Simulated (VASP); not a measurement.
# CaO (Fm-3m) in VASP: a series of runs

Runs on CaO. Level: LDA. Tasks: relaxation of cell and atoms.

All numbers are computed with VASP 6.6.1; they aren't measurements. Logs are shortened: lines on timing, memory, paths and dates and some standing lists are left out, and cuts for length are marked.

## Step 1: The cell of the first run

Symmetry: Fm-3m, No. 225, cubic system. Conventional cell: a = 4.708 Å, b = 4.708 Å, c = 4.708 Å, α = 90.00°, β = 90.00°, γ = 90.00°. Within 3.1 Å of Ca (site symmetry m-3m) lie 6 O at 2.35 Å. Within 3.1 Å of O (site symmetry m-3m) lie 6 Ca at 2.35 Å.

## Step 2: Relaxation of cell and atoms, LDA, target pressure 1 GPa, at which the enthalpy is minimised

INCAR

```
SYSTEM = CaO
ALGO     = Normal         ! electronic algorithm
EDIFF    = 1E-6           ! SCF threshold, eV
EDIFFG   = -0.002         ! ionic threshold
ENCUT    = 600            ! plane-wave cutoff, eV
IBRION   = 2              ! ionic algorithm
ISIF     = 3              ! what is computed and relaxed
ISMEAR   = 0              ! smearing method
LASPH    = .TRUE.         ! aspherical terms in the spheres
LCHARG   = .FALSE.        ! write CHGCAR
LREAL    = .FALSE.        ! projectors in reciprocal space
LWAVE    = .FALSE.        ! write WAVECAR
NELM     = 80             ! most SCF steps
NSW      = 100            ! ionic steps
PREC     = Accurate       ! precision mode
PSTRESS  = 10.0         
SIGMA    = 0.01           ! smearing width, eV
```

KPOINTS

```
k-points
0
G
  8 8 8
  0 0 0
```

POSCAR

```
CaO
1.0
    0.0000000000      2.3539483568      2.3539483568
    2.3539483568      0.0000000000      2.3539483568
    2.3539483568      2.3539483568      0.0000000000
Ca O
1 1
Direct
    0.0000000000      0.0000000000      0.0000000000
    0.5000000000      0.5000000000      0.5000000000
```

Potentials or basis: VASP PAW LDA potentials, release 64 (Ca_sv, O).

The run is started by

```console
cat potpaw_LDA.64/Ca_sv/POTCAR potpaw_LDA.64/O/POTCAR > POTCAR
mpirun -np 1 vasp_std > vasp.out
```

OUTCAR:

```text
SYSTEM = CaO
   EDIFF = 1E-6
   EDIFFG = -0.002
   ENCUT = 600
   IBRION = 2
   ISIF = 3
   ISMEAR = 0
   LASPH = .TRUE.
   LREAL = .FALSE.
   NELM = 80
   NSW = 100
   PREC = Accurate
   PSTRESS = 10.0

 ion  position               nearest neighbor table
   1  0.000  0.000  0.000-   2 2.35   2 2.35   2 2.35   2 2.35   2 2.35   2 2.35
   2  0.500  0.500  0.500-   1 2.35   1 2.35   1 2.35   1 2.35   1 2.35   1 2.35

  LATTYP: Found a face centered cubic cell.
 ALAT       =     4.7078967136

  Lattice vectors:

 A1 = (   0.0000000000,   2.3539483568,   2.3539483568)
 A2 = (   2.3539483568,   0.0000000000,   2.3539483568)
 A3 = (   2.3539483568,   2.3539483568,   0.0000000000)

Analysis of symmetry for initial positions (statically):
=====================================================================
 Subroutine PRICEL returns:
 Original cell was already a primitive cell.

 Routine SETGRP: Setting up the symmetry group for a
 face centered cubic supercell.

 Subroutine GETGRP returns: Found 48 space group operations
 (whereof 48 operations were pure point group operations)
 out of a pool of 48 trial point group operations.

The static configuration has the point symmetry O_h .

Analysis of symmetry for dynamics (positions and initial velocities):
=====================================================================
 Subroutine PRICEL returns:
 Original cell was already a primitive cell.

 Routine SETGRP: Setting up the symmetry group for a
 face centered cubic supercell.

 Subroutine GETGRP returns: Found 48 space group operations
 (whereof 48 operations were pure point group operations)
 out of a pool of 48 trial point group operations.

The dynamic configuration has the point symmetry O_h .

 Subroutine INISYM returns: Found 48 space group operations
 (whereof 48 operations are pure point group operations),
 and found     1 'primitive' translations

----------------------------------------------------------------------------------------

                                     Primitive cell

  volume of cell :      26.0868

  direct lattice vectors                    reciprocal lattice vectors
     0.000000000  2.353948357  2.353948357    -0.212409078  0.212409078  0.212409078
     2.353948357  0.000000000  2.353948357     0.212409078 -0.212409078  0.212409078
     2.353948357  2.353948357  0.000000000     0.212409078  0.212409078 -0.212409078

  length of vectors
     3.328985691  3.328985691  3.328985691     0.367903315  0.367903315  0.367903315

  position of ions in fractional coordinates (direct lattice)
     0.000000000  0.000000000  0.000000000
     0.500000000  0.500000000  0.500000000

  ion indices of the primitive-cell ions
   primitive index   ion index
                 1           1
                 2           2

----------------------------------------------------------------------------------------

 KPOINTS: k-points

Automatic generation of k-mesh.
 Grid dimensions read from file:
 generate k-points for:    8    8    8

 Generating k-lattice:

  Cartesian coordinates                     Fractional coordinates (reciprocal lattice)
    -0.026551135  0.026551135  0.026551135     0.125000000  0.000000000  0.000000000
     0.026551135 -0.026551135  0.026551135     0.000000000  0.125000000  0.000000000
     0.026551135  0.026551135 -0.026551135     0.000000000  0.000000000  0.125000000

  Length of vectors
     0.045987914  0.045987914  0.045987914

  Shift w.r.t. Gamma in fractional coordinates (k-lattice)
     0.000000000  0.000000000  0.000000000

 Subroutine IBZKPT returns following result:
 ===========================================

 Found     29 irreducible k-points:

 Following reciprocal coordinates:
            Coordinates               Weight
  0.000000  0.000000  0.000000      1.000000
  0.125000  0.000000  0.000000      8.000000
  0.250000  0.000000  0.000000      8.000000
  0.375000  0.000000  0.000000      8.000000
  0.500000  0.000000  0.000000      4.000000
  0.125000  0.125000  0.000000      6.000000
[... 16 lines left out ...]
  0.500000  0.250000  0.125000     48.000000
 -0.375000  0.250000  0.125000     24.000000
 [... further k-points ...]
   k-points           NKPTS =     29   k-points in BZ     NKDIM =     29   number of bands    NBANDS=     12
   number of dos      NEDOS =    301   number of ions     NIONS =      2
   total plane-waves  NPLWV =  21952
   dimension x,y,z NGX =    28 NGY =   28 NGZ =   28
   dimension x,y,z NGXF=    56 NGYF=   56 NGZF=   56
   ions per type =               1   1
   NGX,Y,Z   is equivalent  to a cutoff of  13.98, 13.98, 13.98 a.u.
   NGXF,Y,Z  is equivalent  to a cutoff of  27.97, 27.97, 27.97 a.u.
 SYSTEM =  CaO
   PREC   = accura    normal or accurate (medium, high low for compatibility)
   ISTART =      0    job   : 0-new  1-cont  2-samecut
   ICHARG =      2    charge: 1-file 2-atom 10-const
   ISPIN  =      1    spin polarized calculation?
   LNONCOLLINEAR =      F non collinear calculations
   LSORBIT =      F    spin-orbit coupling
   LASPH  =      T    aspherical Exc in radial PAW
   ENCUT  =  600.0 eV  44.10 Ry    6.64 a.u.   6.65  6.65  6.65*2*pi/ulx,y,z
   NELM   =     80;   NELMIN=  2; NELMDL= -5     # of ELM steps
   EDIFF  = 0.1E-05   stopping-criterion for ELM
   LREAL  =      F    real-space projection
   EDIFFG = -.2E-02   stopping-criterion for IOM
   NSW    =    100    number of steps for IOM
   IBRION =      2    ionic relax: 0-MD 1-quasi-New 2-CG
   NFREE  =      1    steps in history (QN), initial steepest desc. (CG)
   ISIF   =      3    stress and relaxation
   ISYM   =      2    0-nonsym 1-usesym 2-fastsym
   POTIM  = 0.5000    time-step for ionic-motion
   TEBEG  =    0.0;   TEEND  =   0.0 temperature during run
   PSTRESS=   10.0 pullay stress
   NELECT =      16.0000    total number of electrons
   NUPDOWN=      -1.0000    fix difference up-down
   EMIN   =  10.00;   EMAX   =-10.00  energy-range for DOS
   EFERMI =   0.00;   METHOD = LEGACY
   ISMEAR =     0;   SIGMA  =   0.01  broadening in eV -4-tet -1-fermi 0-gaus
   EFERMI_NEDOS =   21; number of points for ismear=-14 and -15
   IALGO  =     38    algorithm
   IMIX   =      4    mixing-type and parameters
     AMIX     =   0.40;   BMIX     =  1.00
     AMIX_MAG =   1.60;   BMIX_MAG =  1.00
  volume/ion in A,a.u.               =      13.04        88.02
  Fermi-wavevector in a.u.,A,eV,Ry     =   1.390938  2.628492 26.323322  1.934710
  Thomas-Fermi vector in A             =   2.514825
   LORBIT       =      0    0 simple, 1 ext, 2 COOP (PROOUT), +10 PAW based schemes
   GGA     = CA    functional components
   LHFCALC =     F    Hartree Fock is set to
   AEXX    =    0.0000 exact exchange contribution
   IVDW    =     0    specifies the selected vdW correction
   LEPSILON=     F    determine dielectric tensor
   LRPA    =     F    only Hartree local field effects (RPA)
 conjugate gradient relaxation of ions
 non-spin polarized calculation
 Gauss-broadening in eV      SIGMA  =   0.01
  energy-cutoff  :      600.00
  volume of cell :       26.09
 maximum number of plane-waves:       893
   NGX = 13   NGY = 13   NGZ = 13

--------------------------------------- Ionic step        1  -------------------------------------------

 number of electron      15.9999999 magnetization

 Free energy of the ion-electron system (eV)
  ---------------------------------------------------
  ext. energy  EPLUGINS =         0.00000000
  ---------------------------------------------------
  free energy    TOTEN  =       -14.22306051 eV

  energy without entropy =      -14.22306051  energy(sigma->0) =      -14.22306051

------------------------ aborting loop because EDIFF is reached ----------------------------------------

  FORCE on cell =-STRESS in cart. coord.  units (eV):
  Direction    XX          YY          ZZ          XY          YZ          ZX
  --------------------------------------------------------------------------------------
  -------------------------------------------------------------------------------------
  Total        0.1332626      0.1332626      0.1332626      0.0000000      0.0000000      0.0000000
  in kB        8.1846088      8.1846088      8.1846088      0.0000000      0.0000000      0.0000000
  external PRESSURE =      -1.8153912 kB  Pullay stress =      10.0000000 kB
[... 61 lines left out ...]
  enthalpy is  TOTEN    =       -14.0602436273 eV   P V=        0.1624729010

--------------------------------------- Ionic step        3  -------------------------------------------

 number of electron      15.9999999 magnetization

 Free energy of the ion-electron system (eV)
  ---------------------------------------------------
  ext. energy  EPLUGINS =         0.00000000
  ---------------------------------------------------
  free energy    TOTEN  =       -14.22291007 eV

  energy without entropy =      -14.22291007  energy(sigma->0) =      -14.22291007

 E-fermi :   2.4383     XC(G=0): -11.3427

 val. band max:        2.3908678837   @ k =   0.0000   0.0000   0.0000
 cond. band min:       5.8105482211   @ k =   0.5000   0.5000   0.0000
 fundamental gap:      3.4196803374
 Fermi energy:         2.4382565036

 k-point     1 :       0.0000    0.0000    0.0000
  band No.  band energies     occupation
      1     -34.4279      2.00000
      2     -15.4193      2.00000
      3     -15.4193      2.00000
      4     -15.4193      2.00000
      5     -12.9416      2.00000
      6       2.3909      2.00000
      7       2.3909      2.00000
      8       2.3909      2.00000
      9       7.4822      0.00000
     10       8.6425      0.00000
     11       8.6425      0.00000
     12       8.6425      0.00000
[... 331 lines left out ...]
 k-point    24 :      -0.3750    0.2500    0.1250
  band No.  band energies     occupation
      1     -34.2573      2.00000
      2     -16.6105      2.00000
      3     -15.7333      2.00000
      4     -15.5826      2.00000
      5     -11.7676      2.00000
      6       0.1872      2.00000
      7       1.1799      2.00000
      8       1.2201      2.00000
      9       9.2758      0.00000
     10       9.3461      0.00000
     11      11.4812      0.00000
     12      11.7904      0.00000

 [... further k-points ...]

------------------------ aborting loop because EDIFF is reached ----------------------------------------

  FORCE on cell =-STRESS in cart. coord.  units (eV):
  Direction    XX          YY          ZZ          XY          YZ          ZX
  --------------------------------------------------------------------------------------
  -------------------------------------------------------------------------------------
  Total        0.1599944      0.1599944      0.1599944     -0.0000000      0.0000000      0.0000000
  in kB        9.8364122      9.8364122      9.8364122     -0.0000000      0.0000000      0.0000000
  external PRESSURE =      -0.1635878 kB  Pullay stress =      10.0000000 kB
[... 17 lines left out ...]
  FREE ENERGIE OF THE ION-ELECTRON SYSTEM (eV)
  ---------------------------------------------------
  free  energy   TOTEN  =       -14.2229100745 eV

  energy  without entropy=      -14.2229100745  energy(sigma->0) =      -14.22291007

  enthalpy is  TOTEN    =       -14.0602548717 eV   P V=        0.1626552028

 reached required accuracy - stopping structural energy minimisation
```

Wall time 25 s (1 thread of Intel Xeon Platinum 8375C at 2.90GHz (Ice Lake), shared host); peak memory 0.16 GiB.

Results:

```
Free energy                                                : -14.2229 eV
Relaxed volume                                             : 13.03 Å³/atom
Relaxed cell                                               : a = 3.328 Å, b = 3.328 Å, c = 3.328 Å, α = 60.00°, β = 60.00°, γ = 60.00°
Space group after relaxing (to 0.1 Å)                      : Fm-3m (No. 225)
Energy change on relaxing (the run minimises the enthalpy) : +0.1 meV/atom
Ionic steps                                                : 3
Pressure after relaxing                                    : 1.0 GPa
Band gap on the k mesh                                     : 3.42 eV (least direct gap 3.78 eV)
```

The path:
```
step  energy change (eV)  largest force (eV/Å)  pressure (GPa)  volume (Å³)
   1              0.0000                0.0000            0.82        26.09
   2              0.0003                0.0000            1.09        26.03
   3              0.0002                0.0000            0.98        26.06
```

Final structure:
```
Ca O
1.0
     0.00000    2.35315    2.35315
     2.35315    0.00000    2.35315
     2.35315    2.35315    0.00000
Ca O
1 1
Cartesian
  0.0000 0.0000 0.0000
  2.3531 2.3531 2.3531
```

Caveat: the cell is relaxed towards a set pressure, so the run minimises the enthalpy, not the energy.

## Step 3: Relaxation of cell and atoms, LDA, target pressure 2 GPa, at which the enthalpy is minimised

INCAR

```
PREC = Accurate
ENCUT = 600
EDIFF = 1E-6
ISMEAR = 0
SIGMA = 0.01
LREAL = F
LASPH = T
NELM = 60
ALGO = Normal
ISIF = 3
LWAVE = F
LCHARG = F
GGA = CA
IBRION = 2
NSW = 100
EDIFFG = -0.002
PSTRESS = 20.0
```

KPOINTS

```
regular mesh
0
Gamma
  8 8 8
```

POSCAR is that of step 2.

Potentials or basis: VASP PAW LDA potentials, release 64 (Ca_sv, O).

The run is started by

```console
cat potpaw_LDA.64/Ca_sv/POTCAR potpaw_LDA.64/O/POTCAR > POTCAR
mpirun -np 1 vasp_std > vasp.out
```

It took 32 s on 1 thread of Intel Xeon Platinum 8375C at 2.90GHz (Ice Lake), shared host; peak memory 0.15 GiB.

Results (log left out):

- Free energy: -14.2211 eV
- Relaxed volume: 12.93 Å³/atom
- Relaxed cell: a = 3.319 Å, b = 3.319 Å, c = 3.319 Å, α = 60.00°, β = 60.00°, γ = 60.00°
- Space group after relaxing (to 0.1 Å): Fm-3m (No. 225)
- Energy change on relaxing (the run minimises the enthalpy): +1.0 meV/atom
- Ionic steps: 3
- Pressure after relaxing: 2.0 GPa
- Band gap on the k mesh: 3.41 eV (least direct gap 3.77 eV)

The path:
```
step  energy change (eV)  largest force (eV/Å)  pressure (GPa)  volume (Å³)
   1              0.0000                0.0000            0.82        26.09
   2              0.0040                0.0000            2.73        25.73
   3              0.0020                0.0000            1.99        25.86
```

Final structure:
```yaml
crystal:
  lattice:
    - [0.00000, 2.34720, 2.34720]
    - [2.34720, 0.00000, 2.34720]
    - [2.34720, 2.34720, 0.00000]
  atoms:
    - { symbol: Ca, position: [0.00000, 0.00000, 0.00000] }
    - { symbol: O, position: [0.50000, 0.50000, 0.50000] }
```

Levels at points of the mesh, in eV from the valence-band top:
| k point | band 6 | band 7 | band 8 | band 9 | band 10 | band 11 |
| --- | --- | --- | --- | --- | --- | --- |
| (0.00, 0.00, 0.00) | 0.00 | 0.00 | 0.00 | 5.16 | 6.27 | 6.27 |
| (0.50, 0.00, 0.00) | -2.88 | -1.38 | -1.38 | 7.28 | 8.69 | 8.69 |
| (0.50, 0.50, 0.00) | -1.26 | -0.35 | -0.35 | 3.41 | 8.56 | 9.28 |

Caveat: the cell is relaxed towards a set pressure, so the run minimises the enthalpy, not the energy.

(Continued in part 2 of 2.)
